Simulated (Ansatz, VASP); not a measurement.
**Two plane-wave programs on CdS**

```
Cd S
1.0
     0.00000    2.90269    2.90269
     2.90269    0.00000    2.90269
     2.90269    2.90269    0.00000
Cd S
1 1
Direct
  0.00000 0.00000 0.00000
  0.25000 0.25000 0.25000
```

Change from the starting cell: volume scaled by 0.94, PAW files.

Alike in both runs: task single point; functional PBE; k mesh 13 × 13 × 13; occupations fermi-dirac, width 0.05 eV; no spin polarisation.

|  | VASP | Ansatz |
| --- | --- | --- |
| version | VASP 6.6.1 | Ansatz 0.2.0 |
| potentials or method | VASP PAW PBE potentials, release 64 (Cd, S) | PAW with Ansatz's default frozen-core files, scalar-relativistic |
| plane-wave cutoff (eV) | 520 | 420 |
| valence electrons in the cell | 18 | 26 |

|  | VASP | Ansatz | Ansatz less VASP |
| --- | --- | --- | --- |
| pressure (GPa) | 4.2 | 3.8 | -0.38 |

The functional is the same, so the differences come from potentials, cutoffs and numerics. VASP's potentials hold 18 valence electrons a cell and Ansatz's 26, so a difference there can come from the potentials and not from the codes.
